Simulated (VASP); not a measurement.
# C (C2/m) in VASP: a series of runs

Runs on C. Level: r2SCAN. Tasks: single point.

All numbers are computed with VASP 6.6.1; they aren't measurements. Logs are shortened: lines on timing, memory, paths and dates and some standing lists are left out, and cuts for length are marked.

**1. The cell of the first run**

Symmetry: C2/m, No. 12, monoclinic system. The conventional cell has a = 4.360 Å, b = 2.518 Å, c = 12.381 Å, α = 90.00°, β = 95.05°, γ = 90.00°. C (site symmetry m) has 4 C at 1.54 Å within 2.1 Å. C (site symmetry m) has 5 C at 1.54 to 2.09 Å within 2.1 Å. C (site symmetry m) has 4 C at 1.54 Å within 2.1 Å. Within 2.1 Å of C (site symmetry m) lie 4 C at 1.54 Å. Within 2.1 Å of C (site symmetry m) lie 4 C at 1.54 Å. Within 2.1 Å of C (site symmetry m) lie 5 C at 1.54 to 2.09 Å.

**2. Single point, r2SCAN (the part above a cut slid along it)**

POSCAR

```
C
1.0
    1.7801417073     -1.7801417073      0.0000000000
    1.7801417073      0.0000000000     -1.7801417073
    8.0106376830      6.6755314025      6.6755314025
C
12
Direct
    0.5989500000      0.5989500000      0.2708666667
   -0.0260500000     -0.0260500000      0.1042000000
    0.2239500000      0.2239500000      0.4375333333
    0.4739500000      0.4739500000      0.7708666667
    0.8489500000      0.8489500000      0.6042000000
    0.0989500000      0.0989500000      0.9375333333
    0.5677000000      0.5677000000      0.3958666667
    0.9427000000      0.9427000000      0.2292000000
    0.1927000000      0.1927000000      0.5625333333
    0.4427000000      0.4427000000      0.8958666667
   -0.1823000000     -0.1823000000      0.7292000000
    0.3177000000      0.3177000000      0.0625333333
```

INCAR.step1

```
PREC = Accurate
ENCUT = 520
ISMEAR = 0
SIGMA = 0.05
LREAL = F
LASPH = T
NELM = 60
NBANDS = 36
GGA = PE
ALGO = Normal
EDIFF = 1E-4
LWAVE = T
LCHARG = F
```

INCAR.step2

```
PREC = Accurate
ENCUT = 520
EDIFF = 1E-6
ISMEAR = 0
SIGMA = 0.05
LREAL = F
LASPH = T
NELM = 60
ALGO = Normal
ISIF = 2
LWAVE = F
LCHARG = F
METAGGA = R2SCAN
LMIXTAU = T
NBANDS = 36
ISTART = 1
```

KPOINTS

```
regular mesh
0
Gamma
  10 10 2
```

Potentials or basis: VASP PAW PBE potentials, release 64 (C).

Command:

```
$ cat potpaw_PBE.64/C/POTCAR > POTCAR
$ cp INCAR.step1 INCAR
$ mpirun -np 1 vasp_std > vasp.out
$ cp INCAR.step2 INCAR
$ mpirun -np 1 vasp_std > vasp.out
```

OUTCAR:

```text
PREC = Accurate
   ENCUT = 520
   EDIFF = 1E-6
   ISMEAR = 0
   LREAL = F
   LASPH = T
   NELM = 60
   ISIF = 2
   METAGGA = R2SCAN
   ISTART = 1

 ion  position               nearest neighbor table
   1  0.599  0.599  0.271-   7 1.54   8 1.54   8 1.54   8 1.54
   2  0.974  0.974  0.104-   8 1.54  12 1.54  12 1.54  12 1.54
   3  0.224  0.224  0.438-   7 1.54   7 1.54   7 1.54   9 1.54
   4  0.474  0.474  0.771-  10 1.54  11 1.54  11 1.54  11 1.54
   5  0.849  0.849  0.604-  11 1.54   9 1.54   9 1.54   9 1.54
   6  0.099  0.099  0.938-  10 1.54  10 1.54  10 1.54  12 1.89
   7  0.568  0.568  0.396-   3 1.54   3 1.54   3 1.54   1 1.54
   8  0.943  0.943  0.229-   2 1.54   1 1.54   1 1.54   1 1.54
   9  0.193  0.193  0.563-   3 1.54   5 1.54   5 1.54   5 1.54
  10  0.443  0.443  0.896-   6 1.54   6 1.54   6 1.54   4 1.54
  11  0.818  0.818  0.729-   5 1.54   4 1.54   4 1.54   4 1.54
  12  0.318  0.318  0.063-   2 1.54   2 1.54   2 1.54   6 1.89

  LATTYP: Found a base centered monoclinic cell.
 ALAT       =     4.3604388527
 B/A-ratio  =     0.5773502692
 C/A-ratio  =     2.8394541730
 COS(beta)  =    -0.0880450906

  Lattice vectors:

 A1 = (  -1.7801417073,   1.7801417073,   0.0000000000)
 A2 = (  -1.7801417073,   0.0000000000,   1.7801417073)
 A3 = (   8.0106376830,   6.6755314025,   6.6755314025)

Analysis of symmetry for initial positions (statically):
=====================================================================
 Subroutine PRICEL returns:
 Original cell was already a primitive cell.

 Routine SETGRP: Setting up the symmetry group for a
 base centered monoclinic supercell.

 Subroutine GETGRP returns: Found  4 space group operations
 (whereof  2 operations were pure point group operations)
 out of a pool of  4 trial point group operations.

The static configuration has the point symmetry C_1h.
 The point group associated with its full space group is C_2h.

Analysis of symmetry for dynamics (positions and initial velocities):
=====================================================================
 Subroutine PRICEL returns:
 Original cell was already a primitive cell.

 Routine SETGRP: Setting up the symmetry group for a
 base centered monoclinic supercell.

 Subroutine GETGRP returns: Found  4 space group operations
 (whereof  2 operations were pure point group operations)
 out of a pool of  4 trial point group operations.

The dynamic configuration has the point symmetry C_1h.
 The point group associated with its full space group is C_2h.

 Subroutine INISYM returns: Found  4 space group operations
 (whereof  2 operations are pure point group operations),
 and found     1 'primitive' translations

----------------------------------------------------------------------------------------

                                     Primitive cell

  volume of cell :      67.6932

  direct lattice vectors                    reciprocal lattice vectors
     1.780141707 -1.780141707  0.000000000     0.175547822 -0.386205209  0.175547822
     1.780141707  0.000000000 -1.780141707     0.175547822  0.175547822 -0.386205209
     8.010637683  6.675531402  6.675531402     0.046812753  0.046812753  0.046812753

  length of vectors
     2.517500545  2.517500545 12.381266296     0.459117130  0.459117130  0.081082066

  position of ions in fractional coordinates (direct lattice)
     0.598950000  0.598950000  0.270866667
     0.973950000  0.973950000  0.104200000
     0.223950000  0.223950000  0.437533333
     0.473950000  0.473950000  0.770866667
     0.848950000  0.848950000  0.604200000
     0.098950000  0.098950000  0.937533333
     0.567700000  0.567700000  0.395866667
     0.942700000  0.942700000  0.229200000
     0.192700000  0.192700000  0.562533333
     0.442700000  0.442700000  0.895866667
     0.817700000  0.817700000  0.729200000
     0.317700000  0.317700000  0.062533333

  ion indices of the primitive-cell ions
   primitive index   ion index
                 1           1
                 2           2
                 3           3
                 4           4
                 5           5
                 6           6
                 7           7
                 8           8
                 9           9
                10          10
                11          11
                12          12

----------------------------------------------------------------------------------------

 KPOINTS: regular mesh

Automatic generation of k-mesh.
 Grid dimensions read from file:
 generate k-points for:   10   10    2

 Generating k-lattice:

  Cartesian coordinates                     Fractional coordinates (reciprocal lattice)
     0.017554782 -0.038620521  0.017554782     0.100000000  0.000000000  0.000000000
     0.017554782  0.017554782 -0.038620521     0.000000000  0.100000000  0.000000000
     0.023406376  0.023406376  0.023406376     0.000000000  0.000000000  0.500000000

  Length of vectors
     0.045911713  0.045911713  0.040541033

  Shift w.r.t. Gamma in fractional coordinates (k-lattice)
     0.000000000  0.000000000  0.000000000

 Subroutine IBZKPT returns following result:
 ===========================================

 Found     62 irreducible k-points:

 Following reciprocal coordinates:
            Coordinates               Weight
  0.000000  0.000000  0.000000      1.000000
  0.100000  0.000000  0.000000      4.000000
  0.200000  0.000000  0.000000      4.000000
  0.300000  0.000000  0.000000      4.000000
  0.400000  0.000000  0.000000      4.000000
  0.500000  0.000000  0.000000      2.000000
[... 16 lines left out ...]
  0.300000  0.300000  0.000000      2.000000
  0.400000  0.300000  0.000000      4.000000
 [... further k-points ...]
   k-points           NKPTS =     62   k-points in BZ     NKDIM =     62   number of bands    NBANDS=     36
   number of dos      NEDOS =    301   number of ions     NIONS =     12
   total plane-waves  NPLWV =  38400
   dimension x,y,z NGX =    20 NGY =   20 NGZ =   96
   dimension x,y,z NGXF=    40 NGYF=   40 NGZF=  192
   ions per type =              12
   NGX,Y,Z   is equivalent  to a cutoff of  13.21, 13.21, 12.89 a.u.
   NGXF,Y,Z  is equivalent  to a cutoff of  26.41, 26.41, 25.78 a.u.
 SYSTEM =  unknown system
   PREC   = accura    normal or accurate (medium, high low for compatibility)
   ISTART =      1    job   : 0-new  1-cont  2-samecut
   ICHARG =      0    charge: 1-file 2-atom 10-const
   ISPIN  =      1    spin polarized calculation?
   LNONCOLLINEAR =      F non collinear calculations
   LSORBIT =      F    spin-orbit coupling
   LASPH  =      T    aspherical Exc in radial PAW
   ENCUT  =  520.0 eV  38.22 Ry    6.18 a.u.   4.68  4.68 23.02*2*pi/ulx,y,z
   NELM   =     60;   NELMIN=  2; NELMDL=  0     # of ELM steps
   EDIFF  = 0.1E-05   stopping-criterion for ELM
   LREAL  =      F    real-space projection
   EDIFFG = 0.1E-04   stopping-criterion for IOM
   NSW    =      0    number of steps for IOM
   IBRION =     -1    ionic relax: 0-MD 1-quasi-New 2-CG
   NFREE  =      0    steps in history (QN), initial steepest desc. (CG)
   ISIF   =      2    stress and relaxation
   ISYM   =      2    0-nonsym 1-usesym 2-fastsym
   POTIM  = 0.5000    time-step for ionic-motion
   TEBEG  =    0.0;   TEEND  =   0.0 temperature during run
   PSTRESS=    0.0 pullay stress
   NELECT =      48.0000    total number of electrons
   NUPDOWN=      -1.0000    fix difference up-down
   EMIN   =  10.00;   EMAX   =-10.00  energy-range for DOS
   EFERMI =   0.00;   METHOD = LEGACY
   ISMEAR =     0;   SIGMA  =   0.05  broadening in eV -4-tet -1-fermi 0-gaus
   EFERMI_NEDOS =   21; number of points for ismear=-14 and -15
   IALGO  =     38    algorithm
   IMIX   =      4    mixing-type and parameters
     AMIX     =   0.40;   BMIX     =  1.00
     AMIX_MAG =   1.60;   BMIX_MAG =  1.00
  volume/ion in A,a.u.               =       5.64        38.07
  Fermi-wavevector in a.u.,A,eV,Ry     =   1.459846  2.758708 28.996044  2.131149
  Thomas-Fermi vector in A             =   2.576365
   LORBIT       =      0    0 simple, 1 ext, 2 COOP (PROOUT), +10 PAW based schemes
   METAGGA = R2SCAN    functional components
   LHFCALC =     F    Hartree Fock is set to
   AEXX    =    0.0000 exact exchange contribution
   IVDW    =     0    specifies the selected vdW correction
   LEPSILON=     F    determine dielectric tensor
   LRPA    =     F    only Hartree local field effects (RPA)
 non-spin polarized calculation
 Gauss-broadening in eV      SIGMA  =   0.05
  energy-cutoff  :      520.00
  volume of cell :       67.69
 maximum number of plane-waves:      1840
   NGX =  9   NGY =  9   NGZ = 45

 number of electron      47.9999995 magnetization

 Free energy of the ion-electron system (eV)
  ---------------------------------------------------
  ext. energy  EPLUGINS =         0.00000000
  ---------------------------------------------------
  free energy    TOTEN  =      -113.27699291 eV

  energy without entropy =     -113.27699291  energy(sigma->0) =     -113.27699291

 E-fermi :  10.8630     XC(G=0): -14.3169

 val. band max:       10.5837699885   @ k =   0.0000   0.0000   0.0000
 cond. band min:      11.3721514075   @ k =   0.5000   0.0000   0.0000
 fundamental gap:      0.7883814191
 Fermi energy:        10.8630081515

 k-point     1 :       0.0000    0.0000    0.0000
  band No.  band energies     occupation
      1     -12.9825      2.00000
      2     -12.1831      2.00000
      3     -12.1190      2.00000
      4      -9.8418      2.00000
      5      -9.7500      2.00000
      6      -6.9950      2.00000
[... 28 lines left out ...]
     35      18.4579      0.00000
     36      18.4767      0.00000
[... 866 lines left out ...]
      6      -4.2517      2.00000
[... 28 lines left out ...]
     35      19.8946      0.00000
     36      20.2520      0.00000

 [... further k-points ...]

------------------------ aborting loop because EDIFF is reached ----------------------------------------

  FORCE on cell =-STRESS in cart. coord.  units (eV):
  Direction    XX          YY          ZZ          XY          YZ          ZX
  --------------------------------------------------------------------------------------
  -------------------------------------------------------------------------------------
  Total      -12.5628503     10.1730738     10.1730738      1.3385580      9.7459892      1.3385578
  in kB     -297.3403143    240.7785555    240.7785555     31.6812864    230.6702226     31.6812826
  external PRESSURE =      61.4055989 kB  Pullay stress =       0.0000000 kB

 VOLUME and BASIS-vectors are now :
 -----------------------------------------------------------------------------
  energy-cutoff  :      520.00
  volume of cell :       67.69
      direct lattice vectors                 reciprocal lattice vectors
     1.780141707 -1.780141707  0.000000000     0.175547822 -0.386205209  0.175547822
     1.780141707  0.000000000 -1.780141707     0.175547822  0.175547822 -0.386205209
     8.010637683  6.675531402  6.675531402     0.046812753  0.046812753  0.046812753

 POSITION                                       TOTAL-FORCE (eV/Angst)
 -----------------------------------------------------------------------------------
      4.30225      0.74196      0.74196        -0.011973     -0.018657     -0.018657
      4.30225     -1.03818     -1.03818        -0.108010      0.500965      0.500965
      4.30225      2.52210      2.52210         0.007068     -0.008323     -0.008323
      7.86253      4.30225      4.30225         0.283112     -0.653582     -0.653582
      7.86253      2.52210      2.52210         0.054601     -0.049268     -0.049268
      7.86253      6.08239      6.08239         2.173918     -4.279124     -4.279124
      5.19232      1.63203      1.63203        -0.054601      0.049268      0.049268
      5.19232     -0.14811     -0.14811        -0.283112      0.653582      0.653582
      5.19232      3.41218      3.41218        -0.007068      0.008323      0.008323
      8.75260      5.19232      5.19232         0.108010     -0.500965     -0.500965
      8.75260      3.41218      3.41218         0.011973      0.018657      0.018657
      1.63203     -0.14811     -0.14811        -2.173918      4.279124      4.279124
 -----------------------------------------------------------------------------------
    total drift:                               -0.000005     -0.000011     -0.000011

  FREE ENERGIE OF THE ION-ELECTRON SYSTEM (eV)
  ---------------------------------------------------
  free  energy   TOTEN  =      -113.2769929074 eV

  energy  without entropy=     -113.2769929074  energy(sigma->0) =     -113.27699291
```

Run time: 11 min. Hardware: 1 thread of Intel Xeon 8259CL, shared host; peak memory 0.25 GiB.

Results:

| Quantity | Value |
| --- | --- |
| Free energy | -113.2770 eV |
| Pressure | 6.1 GPa |
| Largest force | 6.430 eV/Å |
| Band gap on the k mesh | 0.79 eV (least direct gap 2.33 eV) |

Forces on the atoms (eV/Å):
```
C   -0.012 -0.019 -0.019
C   -0.108  0.501  0.501
C    0.007 -0.008 -0.008
C    0.283 -0.654 -0.654
C    0.055 -0.049 -0.049
C    2.174 -4.279 -4.279
C   -0.055  0.049  0.049
C   -0.283  0.654  0.654
C   -0.007  0.008  0.008
C    0.108 -0.501 -0.501
C    0.012  0.019  0.019
C   -2.174  4.279  4.279
```

Stress tensor (GPa, compression positive):
```
-29.73   3.17   3.17
  3.17  24.08  23.07
  3.17  23.07  24.08
```

Caveat: the cell differs from its parent crystal (the part above a cut slid along it); the stress differs along the axes, from -30 to 24 GPa; semilocal functionals underestimate gaps, and a narrow one can read as zero; the PAW data sets were made with another functional, which shifts forces and pressure a little. A k mesh can miss the band edges.

**3. Single point, r2SCAN (the part above a cut slid along it)**

POSCAR

```
C
1.0
    1.7801417073     -1.7801417073      0.0000000000
    1.7801417073      0.0000000000     -1.7801417073
    8.6041369282      6.3787817799      6.3787817799
C
12
Direct
    0.5537965267      0.5537965267      0.2708666667
   -0.0434201400     -0.0434201400      0.1042000000
    0.1510131933      0.1510131933      0.4375333333
    0.3454465267      0.3454465267      0.7708666667
    0.7482298600      0.7482298600      0.6042000000
   -0.0573368067     -0.0573368067      0.9375333333
    0.5017090267      0.5017090267      0.3958666667
    0.9044923600      0.9044923600      0.2292000000
    0.0989256933      0.0989256933      0.5625333333
    0.2933590267      0.2933590267      0.8958666667
   -0.3038576400     -0.3038576400      0.7292000000
    0.3072756933      0.3072756933      0.0625333333
```

INCAR.step1

```
ALGO = Normal
EDIFF = 1E-4
ENCUT = 520
GGA = PE
ISMEAR = 0
LASPH = True
LCHARG = False
LREAL = False
LWAVE = True
NBANDS = 36
NELM = 100
PREC = Accurate
SIGMA = 0.05
```

INCAR.step2

```
ALGO = Normal
EDIFF = 1E-6
ENCUT = 520
ISIF = 2
ISMEAR = 0
ISTART = 1
LASPH = True
LCHARG = False
LMIXTAU = True
LREAL = False
LWAVE = False
METAGGA = R2SCAN
NBANDS = 36
NELM = 100
PREC = Accurate
SIGMA = 0.05
```

KPOINTS

```
k-points
0
Gamma
  10 10 2
```

Potentials or basis: VASP PAW PBE potentials, release 64 (C).

Command:

```
$ cat potpaw_PBE.64/C/POTCAR > POTCAR
$ cp INCAR.step1 INCAR
$ mpirun -np 1 vasp_std > vasp.out
$ cp INCAR.step2 INCAR
$ mpirun -np 1 vasp_std > vasp.out
```

It took 9.5 min on 1 thread of Intel Xeon 8259CL, shared host; peak memory 0.25 GiB.

Results (log left out):

| Item | Value |
| --- | --- |
| Free energy | -112.6883 eV |
| Pressure | 6.9 GPa |
| Largest force | 4.978 eV/Å |
| Band gap on the k mesh | zero (bands 24 and 25 overlap by 0.19 eV) |

Forces on the atoms (eV/Å):
```
C   -0.057 -0.091 -0.091
C    0.899 -0.200 -0.200
C   -0.053 -0.049 -0.049
C   -0.979 -0.226 -0.226
C   -0.101 -0.048 -0.048
C   -4.226 -1.861 -1.861
C    0.101  0.048  0.048
C    0.979  0.226  0.226
C    0.053  0.049  0.049
C   -0.899  0.200  0.200
C    0.057  0.091  0.091
C    4.226  1.861  1.861
```

Stress tensor (GPa, compression positive):
```
31.29 15.40 15.40
15.40 -5.31  4.01
15.40  4.01 -5.31
```

Levels at points of the mesh, in eV from the Fermi level:
| k point | band 20 | band 21 | band 22 | band 23 | band 24 | band 25 | band 26 | band 27 | band 28 | band 29 |
| --- | --- | --- | --- | --- | --- | --- | --- | --- | --- | --- |
| (0.00, 0.00, 0.00) | -1.34 | -0.97 | -0.94 | -0.87 | 0.16 | 4.96 | 5.36 | 5.66 | 5.97 | 6.44 |
| (0.50, 0.00, 0.00) | -5.51 | -4.66 | -4.32 | -3.93 | -1.39 | 0.39 | 4.48 | 4.57 | 5.58 | 5.79 |
| (0.50, 0.50, 0.00) | -4.92 | -4.82 | -4.22 | -3.64 | -2.04 | 1.78 | 4.29 | 4.91 | 5.16 | 5.61 |
| (0.00, 0.00, 0.50) | -1.69 | -1.55 | -0.83 | -0.80 | -0.61 | 5.39 | 5.44 | 5.60 | 5.83 | 6.24 |
| (0.50, 0.00, 0.50) | -5.14 | -4.76 | -4.14 | -3.77 | -1.31 | 0.32 | 4.39 | 4.87 | 5.01 | 5.50 |
| (0.50, 0.50, 0.50) | -5.77 | -4.97 | -4.06 | -3.95 | -1.86 | 1.66 | 4.47 | 4.59 | 5.30 | 5.91 |

Caveat: the cell differs from its parent crystal (the part above a cut slid along it); the stress differs along the axes, from -5 to 31 GPa; the PAW data sets were made with another functional, which shifts forces and pressure a little.

The gap in the log of VASP goes by the Fermi energy; the results here count the filled bands.